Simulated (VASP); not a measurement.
Wanted: the native input for a VASP 6.6.1 run.

* Task: electric field gradients
* Functional: PBEsol
* Potentials or basis: VASP PAW PBE potentials, release 64 (Ge_d)
* Cutoff: 520 eV
* k mesh: 11 × 11 × 11
* Occupations: fermi-dirac, width 0.05 eV
* Spin: no spin polarisation
* Dipole correction: no
* Further INCAR settings: ALGO = Normal; EDIFF = 1e-08; NBANDS = 21

The structure of Ge lies in POSCAR:

```
Ge
1.0
    0.0000000000      2.8475041221      2.8475041221
    2.8475041221      0.0000000000      2.8475041221
    2.8475041221      2.8475041221      0.0000000000
Ge
2
Direct
    0.5000000000      0.5000000000      0.5000000000
    0.7500000000      0.7500000000      0.7500000000
```

The input as run:

INCAR

```
PREC     = Accurate       # precision mode
ENCUT    = 520            # plane-wave cutoff, eV
EDIFF    = 1E-8           # SCF threshold, eV
ISMEAR   = -1             # smearing method
SIGMA    = 0.05           # smearing width, eV
LREAL    = False          # projectors in reciprocal space
LASPH    = True           # aspherical terms in the spheres
NELM     = 100            # most SCF steps
ALGO     = Normal         # electronic algorithm
ISIF     = 2              # what is computed and relaxed
LWAVE    = False          # write WAVECAR
LCHARG   = False          # write CHGCAR
GGA      = PS             # functional
LEFG     = True         
NBANDS   = 21             # bands
```

KPOINTS

```
Automatic mesh
0
Gamma
  11 11 11
```

Potentials or basis: VASP PAW PBE potentials, release 64 (Ge_d).

The run is started by

```sh
$ cat potpaw_PBE.64/Ge_d/POTCAR > POTCAR
$ mpirun -np 1 vasp_std > vasp.out
```

Results of the run:

```yaml
Pressure: -0.7 GPa
Band_gap_on_the_k_mesh: zero (filled and empty bands touch)
Largest_electric_field_gradient_by_atom: zero within the noise of the run
```

Caveat: semilocal functionals underestimate gaps, so a narrow gap can read as zero; the PAW data sets were made with another functional, which shifts forces and pressure a little.

It took 54 s on 1 thread of Intel(R) Xeon(R) Platinum 8259CL CPU @ 2.50GHz (Skylake/Cascade Lake), with other jobs on the host, peak memory 0.19 GiB.
